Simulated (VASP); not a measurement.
# Rh (P-1) in VASP: single point with PBE

Aim: the single point of Rh with PBE.

All numbers are computed with VASP 6.6.1; they aren't measurements. Logs are shortened: lines on timing, memory, paths and dates and some standing lists are left out, and cuts for length are marked.

### 1 The cell of the first run

The typed cell holds 1 atom: a = 2.720 Å, b = 2.682 Å, c = 2.658 Å, α = 58.36°, β = 61.98°, γ = 59.55°.

### 2 Single point, PBE (the cell strained at random)

Input file INCAR:

```
SYSTEM = Rh
PREC = Accurate ; ENCUT = 520
EDIFF = 1E-7 ; ISMEAR = -1
SIGMA = 0.05 ; LREAL = .FALSE.
LASPH = .TRUE. ; NELM = 100
ALGO = Fast ; ISIF = 2
LWAVE = .FALSE. ; LCHARG = .FALSE.
GGA = PE ; NBANDS = 14
```

Input file KPOINTS:

```
Automatic mesh
0
G
  12 12 12
  0 0 0
```

Input file POSCAR:

```
Rh
1.0
   -0.0393340000      1.8830950000      1.9624630000
    1.9019270000      0.0328110000      1.8903180000
    1.9246520000      1.8336750000      0.0100860000
Rh
1
Direct
    0.0047670000      0.0035010000     -0.0058200000
```

Potentials or basis: VASP PAW PBE potentials, release 64 (Rh_pv).

On the command line:

```console
$ cat potpaw_PBE.64/Rh_pv/POTCAR > POTCAR
$ mpirun -np 1 vasp_std > vasp.out
```

OUTCAR:

```text
SYSTEM = Rh
   PREC = Accurate
   ENCUT = 520
   EDIFF = 1E-7
   ISMEAR = -1
   LREAL = .FALSE.
   LASPH = .TRUE.
   NELM = 100
   ISIF = 2
   GGA = PE

 ion  position               nearest neighbor table
   1  0.005  0.004  0.994-

  LATTYP: Found a triclinic cell.
 ALAT       =     2.6583361439
 B/A-ratio  =     1.0088022370
 C/A-ratio  =     1.0419073370
 COS(alpha) =     0.0058057055
 COS(beta)  =     0.4984011468
 COS(gamma) =     0.5245899917

  Lattice vectors:

 A1 = (   1.9246520000,   1.8336750000,   0.0100860000)
 A2 = (   1.9019270000,   0.0328110000,   1.8903180000)
 A3 = (   1.9639860000,  -0.0494200000,  -1.9523770000)

Analysis of symmetry for initial positions (statically):
=====================================================================
 Subroutine PRICEL returns:
 Original cell was already a primitive cell.

 Routine SETGRP: Setting up the symmetry group for a
 triclinic supercell.

 Subroutine GETGRP returns: Found  2 space group operations
 (whereof  1 operations were pure point group operations)
 out of a pool of  2 trial point group operations.

The static configuration has the point symmetry C_1 .
 The point group associated with its full space group is S_2 .

Analysis of symmetry for dynamics (positions and initial velocities):
=====================================================================
 Subroutine PRICEL returns:
 Original cell was already a primitive cell.

 Routine SETGRP: Setting up the symmetry group for a
 triclinic supercell.

 Subroutine GETGRP returns: Found  2 space group operations
 (whereof  1 operations were pure point group operations)
 out of a pool of  2 trial point group operations.

The dynamic configuration has the point symmetry C_1 .
 The point group associated with its full space group is S_2 .

 Subroutine INISYM returns: Found  2 space group operations
 (whereof  1 operations are pure point group operations),
 and found     1 'primitive' translations

----------------------------------------------------------------------------------------

                                     Primitive cell

  volume of cell :      13.6715

  direct lattice vectors                    reciprocal lattice vectors
    -0.039334000  1.883095000  1.962463000    -0.253512984  0.264713201  0.250475150
     1.901927000  0.032811000  1.890318000     0.261824338 -0.276301820  0.270375123
     1.924652000  1.833675000  0.010086000     0.255660526  0.278449362 -0.262063768

  length of vectors
     2.720083633  2.681735449  2.658336144     0.443936609  0.466901903  0.459971488

  position of ions in fractional coordinates (direct lattice)
     0.004767000  0.003501000  0.994180000

  ion indices of the primitive-cell ions
   primitive index   ion index
                 1           1

----------------------------------------------------------------------------------------

 KPOINTS: Automatic mesh

Automatic generation of k-mesh.
 Grid dimensions read from file:
 generate k-points for:   12   12   12

 Generating k-lattice:

  Cartesian coordinates                     Fractional coordinates (reciprocal lattice)
    -0.021126082  0.022059433  0.020872929     0.083333333  0.000000000 -0.000000000
     0.021818695 -0.023025152  0.022531260    -0.000000000  0.083333333 -0.000000000
     0.021305044  0.023204113 -0.021838647     0.000000000  0.000000000  0.083333333

  Length of vectors
     0.036994717  0.038908492  0.038330957

  Shift w.r.t. Gamma in fractional coordinates (k-lattice)
     0.000000000  0.000000000  0.000000000

 Subroutine IBZKPT returns following result:
 ===========================================

 Found    868 irreducible k-points:

 Following reciprocal coordinates:
            Coordinates               Weight
  0.000000  0.000000  0.000000      1.000000
  0.083333  0.000000  0.000000      2.000000
  0.166667 -0.000000 -0.000000      2.000000
  0.250000 -0.000000  0.000000      2.000000
  0.333333  0.000000 -0.000000      2.000000
  0.416667 -0.000000 -0.000000      2.000000
[... 16 lines left out ...]
  0.250000  0.166667  0.000000      2.000000
  0.333333  0.166667  0.000000      2.000000
 [... further k-points ...]
   k-points           NKPTS =    868   k-points in BZ     NKDIM =    868   number of bands    NBANDS=     14
   number of dos      NEDOS =    301   number of ions     NIONS =      1
   total plane-waves  NPLWV =   8000
   dimension x,y,z NGX =    20 NGY =   20 NGZ =   20
   dimension x,y,z NGXF=    40 NGYF=   40 NGZF=   40
   ions per type =               1
   NGX,Y,Z   is equivalent  to a cutoff of  12.22, 12.40, 12.51 a.u.
   NGXF,Y,Z  is equivalent  to a cutoff of  24.45, 24.80, 25.02 a.u.
 SYSTEM =  Rh
   PREC   = accura    normal or accurate (medium, high low for compatibility)
   ISTART =      0    job   : 0-new  1-cont  2-samecut
   ICHARG =      2    charge: 1-file 2-atom 10-const
   ISPIN  =      1    spin polarized calculation?
   LNONCOLLINEAR =      F non collinear calculations
   LSORBIT =      F    spin-orbit coupling
   LASPH  =      T    aspherical Exc in radial PAW
   ENCUT  =  520.0 eV  38.22 Ry    6.18 a.u.   5.06  4.99  4.94*2*pi/ulx,y,z
   NELM   =    100;   NELMIN=  2; NELMDL= -5     # of ELM steps
   EDIFF  = 0.1E-06   stopping-criterion for ELM
   LREAL  =      F    real-space projection
   EDIFFG = 0.1E-05   stopping-criterion for IOM
   NSW    =      0    number of steps for IOM
   IBRION =     -1    ionic relax: 0-MD 1-quasi-New 2-CG
   NFREE  =      0    steps in history (QN), initial steepest desc. (CG)
   ISIF   =      2    stress and relaxation
   ISYM   =      2    0-nonsym 1-usesym 2-fastsym
   POTIM  = 0.5000    time-step for ionic-motion
   TEBEG  =    0.0;   TEEND  =   0.0 temperature during run
   PSTRESS=    0.0 pullay stress
   NELECT =      15.0000    total number of electrons
   NUPDOWN=      -1.0000    fix difference up-down
   EMIN   =  10.00;   EMAX   =-10.00  energy-range for DOS
   EFERMI =   0.00;   METHOD = LEGACY
   ISMEAR =    -1;   SIGMA  =   0.05  broadening in eV -4-tet -1-fermi 0-gaus
   EFERMI_NEDOS =   21; number of points for ismear=-14 and -15
   IALGO  =     68    algorithm
   IMIX   =      4    mixing-type and parameters
     AMIX     =   0.40;   BMIX     =  1.00
     AMIX_MAG =   1.60;   BMIX_MAG =  1.00
  volume/ion in A,a.u.               =      13.67        92.26
  Fermi-wavevector in a.u.,A,eV,Ry     =   1.688496  3.190795 38.790470  2.851019
  Thomas-Fermi vector in A             =   2.770792
   LORBIT       =      0    0 simple, 1 ext, 2 COOP (PROOUT), +10 PAW based schemes
   GGA     = PE    functional components
   LHFCALC =     F    Hartree Fock is set to
   AEXX    =    0.0000 exact exchange contribution
   IVDW    =     0    specifies the selected vdW correction
   LEPSILON=     F    determine dielectric tensor
   LRPA    =     F    only Hartree local field effects (RPA)
 non-spin polarized calculation
 RMM-DIIS sequential band-by-band and
  energy-cutoff  :      520.00
  volume of cell :       13.67
 maximum number of plane-waves:       380
   NGX = 11   NGY =  9   NGZ =  9

 number of electron      15.0000000 magnetization

 Free energy of the ion-electron system (eV)
  ---------------------------------------------------
  ext. energy  EPLUGINS =         0.00000000
  ---------------------------------------------------
  free energy    TOTEN  =        -7.21448772 eV

  energy without entropy =       -7.20520366  energy(sigma->0) =       -7.20984569

 E-fermi :  11.9989     XC(G=0): -14.0666

 val. band max:       11.9987560448   @ k =  -0.1667   0.4167   0.4167
 cond. band min:      12.0001920749   @ k =  -0.0833   0.4167   0.4167
 fundamental gap:      0.0014360301
 Fermi energy:        11.9988512852

 k-point     1 :       0.0000    0.0000    0.0000
  band No.  band energies     occupation
      1     -34.3999      2.00000
      2     -34.3961      2.00000
      3     -34.3601      2.00000
      4       4.0108      2.00000
      5       8.4836      2.00000
      6       8.8376      2.00000
      7       9.3389      2.00000
      8      10.7428      2.00000
      9      11.3102      2.00000
     10      27.9994      0.00000
     11      32.4192      0.00000
     12      32.5123      0.00000
     13      33.4114      0.00000
     14      34.8284      0.00000

 k-point     2 :       0.0833    0.0000    0.0000
  band No.  band energies     occupation
      1     -34.4450      2.00000
      2     -34.4027      2.00000
      3     -34.3658      2.00000
      4       4.2705      2.00000
      5       8.4231      2.00000
      6       8.8964      2.00000
      7       9.3901      2.00000
      8      10.7431      2.00000
      9      11.2704      2.00000
     10      28.3055      0.00000
     11      31.4233      0.00000
     12      32.5134      0.00000
     13      33.7954      0.00000
     14      35.0206      0.00000

 k-point     3 :       0.1667   -0.0000   -0.0000
  band No.  band energies     occupation
      1     -34.5703      2.00000
      2     -34.4207      2.00000
      3     -34.3779      2.00000
      4       4.9581      2.00000
      5       8.3248      2.00000
      6       8.9863      2.00000
      7       9.5037      2.00000
      8      10.8502      2.00000
      9      11.2391      2.00000
     10      28.5351      0.00000
     11      29.7344      0.00000
     12      32.5132      0.00000
     13      34.9023      0.00000
     14      36.0054      0.00000
[... 324 lines left out ...]
 k-point    23 :       0.2500    0.1667    0.0000
  band No.  band energies     occupation
      1     -34.6637      2.00000
      2     -34.4948      2.00000
      3     -34.4672      2.00000
      4       5.9848      2.00000
      5       7.6661      2.00000
      6       9.3251      2.00000
      7       9.9579      2.00000
      8      10.7258      2.00000
      9      11.7128      1.99347
     10      29.0039      0.00000
     11      30.7533      0.00000
     12      32.5100      0.00000
     13      32.5318      0.00000
     14      33.3590      0.00000

 k-point    24 :       0.3333    0.1667    0.0000
  band No.  band energies     occupation
      1     -34.7861      2.00000
      2     -34.5401      2.00000
      3     -34.4854      2.00000
      4       6.5258      2.00000
      5       7.7795      2.00000
      6       8.9695      2.00000
      7       9.9496      2.00000
      8      11.8935      1.78310
      9      12.0699      0.38881
     10      26.2721      0.00000
     11      30.2436      0.00000
     12      32.2178      0.00000
     13      32.5099      0.00000
     14      33.5456      0.00000

 [... further k-points ...]
[... 5 lines left out ...]
  --------------------------------------------------------------------------------------
  -------------------------------------------------------------------------------------
  Total        0.3124660      1.3398316      0.5477372      0.1729571     -0.8596794      0.4728254
  in kB       36.6182616    157.0164792     64.1899839     20.2690460   -100.7468668     55.4109729
  external PRESSURE =      85.9415749 kB  Pullay stress =       0.0000000 kB

 VOLUME and BASIS-vectors are now :
 -----------------------------------------------------------------------------
  energy-cutoff  :      520.00
  volume of cell :       13.67
      direct lattice vectors                 reciprocal lattice vectors
    -0.039334000  1.883095000  1.962463000    -0.253512984  0.264713201  0.250475150
     1.901927000  0.032811000  1.890318000     0.261824338 -0.276301820  0.270375123
     1.924652000  1.833675000  0.010086000     0.255660526  0.278449362 -0.262063768

 POSITION                                       TOTAL-FORCE (eV/Angst)
 -----------------------------------------------------------------------------------
      1.91992      1.83209      0.02600        -0.000000      0.000000      0.000000
 -----------------------------------------------------------------------------------
    total drift:                                0.000007     -0.000000     -0.000004

  FREE ENERGIE OF THE ION-ELECTRON SYSTEM (eV)
  ---------------------------------------------------
  free  energy   TOTEN  =        -7.2144877238 eV

  energy  without entropy=       -7.2052036611  energy(sigma->0) =       -7.20984569
```

It took 71 s on 1 thread of AMD EPYC 9R45 (Zen 5), shared host; peak memory 0.22 GiB.

Results:

- Free energy: -7.2145 eV
- Pressure: 8.6 GPa

Levels at points of the mesh, in eV from the Fermi level:
```csv
k point,band 5,band 6,band 7,band 8,band 9,band 10
"(0.00, 0.00, 0.00)",-3.52,-3.16,-2.66,-1.26,-0.69,16.00
"(0.50, 0.00, 0.00)",-3.43,-2.80,0.33,0.35,0.64,8.09
"(0.00, 0.50, 0.00)",-3.62,-2.84,0.49,0.83,1.10,9.25
"(0.50, 0.50, 0.00)",-5.96,0.45,0.80,1.23,3.05,12.04
"(0.00, 0.00, 0.50)",-3.33,-3.03,0.23,0.87,0.89,8.92
"(0.50, 0.00, 0.50)",-6.03,0.47,0.98,1.12,3.96,12.24
"(0.00, 0.50, 0.50)",-5.97,0.50,0.85,1.16,2.91,11.86
"(0.50, 0.50, 0.50)",-3.76,-2.56,0.45,0.71,0.72,8.69
```

Caveat: the cell differs from its parent crystal (the cell strained at random).
